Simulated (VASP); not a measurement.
Write the native input for VASP 6.6.1 that does the following.

```yaml
Task: single point
Functional: PBE
Dispersion: D3(BJ)
Potentials_or_basis: VASP PAW PBE potentials, release 64 (O, C)
Cutoff: 520 eV
k_mesh: 1 × 1 × 1
Occupations: fermi-dirac, width 0.05 eV
Spin: no spin polarisation
Dipole_correction: no
Further_INCAR_settings: LREAL = Auto; ALGO = Normal; EDIFF = 1e-06; NBANDS = 66
```

The structure of CO lies in POSCAR:

```
CO
1.0
    7.7417530000      0.0000000000      0.0000000000
    0.0000000000      7.7417530000      0.0000000000
    0.0000000000      0.0000000000      7.7417530000
O C
10 10
Direct
    1.0810213139      0.1888590349      0.1784867071
    0.0913746538      0.6912000422      0.4520552387
    0.8284041095      0.7721119493      0.1365711358
    0.5401102308      0.1528077685      0.6232309401
    1.0413016277      0.3963443422      0.6279973024
    0.2867825930      0.8670000192     -0.0563825790
    0.9052859217      1.0057799571      0.6070976431
    0.4389574299      0.2710497222      0.1363515473
    0.6139565548      0.5797007474      0.4962958648
    0.7552553020      0.5740301970      0.8386472676
    0.9898662486      0.2758031676      0.1052087299
    0.1886523634      0.8039264492      0.4507764585
    0.6908125330      0.7873281413      0.1831109827
    0.4323826916      0.0683824452      0.6815639817
    1.1204568268      0.3184420893      0.7216582601
    0.2642424784      0.8146087843      0.0808473223
    0.8523263400      0.9398646534      0.7230403760
    0.5178672066      0.1514902374      0.1467497090
    0.6283460606      0.4487097431      0.4444729766
    0.6763455254      0.5052602427      0.9452381134
```

One way to write it, as run:

INCAR

```
SYSTEM = CO
  PREC = Accurate
  ENCUT = 520
  EDIFF = 1E-6
  ISMEAR = -1
  SIGMA = 0.05
  LREAL = Auto
  LASPH = .TRUE.
  NELM = 100
  ALGO = Normal
  ISIF = 2
  LWAVE = .FALSE.
  LCHARG = .TRUE.
  GGA = PE
  IVDW = 12
  LELF = .TRUE.
  LVHAR = .TRUE.
  NBANDS = 66
```

KPOINTS

```
Automatic mesh
0
G
  1 1 1
  0 0 0
```

Potentials or basis: VASP PAW PBE potentials, release 64 (O, C).

Command:

```sh
$ cat potpaw_PBE.64/O/POTCAR potpaw_PBE.64/C/POTCAR > POTCAR
$ mpirun -np 1 vasp_gam > vasp.out
```

Results of the run:

| Quantity | Value |
| --- | --- |
| Pressure | 2.8 GPa |
| Largest force | 6.336 eV/Å |
| Dispersion energy per atom | -0.059 eV |

Caveat: the k points lie up to 0.81 Å⁻¹ apart, too coarse for converged energies, forces and pressures; the atoms stand as in a frame of molecular dynamics.

Run time: 45 s on 1 thread of Intel(R) Xeon(R) Platinum 8488C (Sapphire Rapids), on a shared host, peak memory 0.44 GiB.
